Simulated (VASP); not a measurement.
Write the native input for VASP 6.6.1 that does the following.

```yaml
Task: single point
Functional: PBE0
Potentials_or_basis: VASP PAW PBE potentials, release 64 (Hf_pv, N)
Cutoff: 520 eV
k_mesh: 5 × 5 × 5
Occupations: fermi-dirac, width 0.05 eV
Spin: no spin polarisation
Dipole_correction: no
Grid_for_exact_exchange_PRECFOCK: Normal
Further_INCAR_settings: ALGO = Normal; EDIFF = 1e-06; NBANDS = 14
```

Crystal: HfN.

```
CELL_PARAMETERS angstrom
2.84374 0.00000 0.00000
0.00000 2.84374 0.00000
0.00000 0.00000 2.84374
ATOMIC_POSITIONS crystal
Hf 0.50000 0.50000 0.50000
N 0.00000 0.00000 0.00000
```

The input as run:

POSCAR

```
HfN
1.0
    2.8437393532      0.0000000000      0.0000000000
    0.0000000000      2.8437393532      0.0000000000
    0.0000000000      0.0000000000      2.8437393532
Hf N
1 1
Direct
    0.5000000000      0.5000000000      0.5000000000
    0.0000000000      0.0000000000      0.0000000000
```

INCAR.step1

```
ALGO = Normal
EDIFF = 1E-5
ENCUT = 520
GGA = PE
ISIF = 2
ISMEAR = -1
LASPH = T
LREAL = F
LWAVE = T
NBANDS = 14
NELM = 100
PREC = Accurate
SIGMA = 0.05
```

INCAR.step2

```
AEXX = 0.25
ALGO = Normal
EDIFF = 1E-6
ENCUT = 520
GGA = PE
ISIF = 2
ISMEAR = -1
ISTART = 1
LASPH = T
LCHARG = T
LELF = T
LHFCALC = T
LREAL = F
LVHAR = T
LWAVE = F
NBANDS = 14
NELM = 100
PREC = Accurate
PRECFOCK = Normal
SIGMA = 0.05
```

KPOINTS

```
k-points
0
Gamma
  5 5 5
```

Potentials or basis: VASP PAW PBE potentials, release 64 (Hf_pv, N).

Launch:

```sh
$ cat potpaw_PBE.64/Hf_pv/POTCAR potpaw_PBE.64/N/POTCAR > POTCAR
$ cp INCAR.step1 INCAR
$ mpirun -np 1 vasp_std > vasp.out
$ cp INCAR.step2 INCAR
$ mpirun -np 1 vasp_std > vasp.out
```

It gave:

```yaml
Pressure: -15.4 GPa
```

Caveat: the k points lie up to 0.44 Å⁻¹ apart; the PAW data sets were made with another functional, which shifts forces and pressure a little.

Wall time 5.2 min on 1 thread of AMD EPYC 7R13 Processor (Zen 3), with other jobs on the host, peak memory 0.12 GiB.
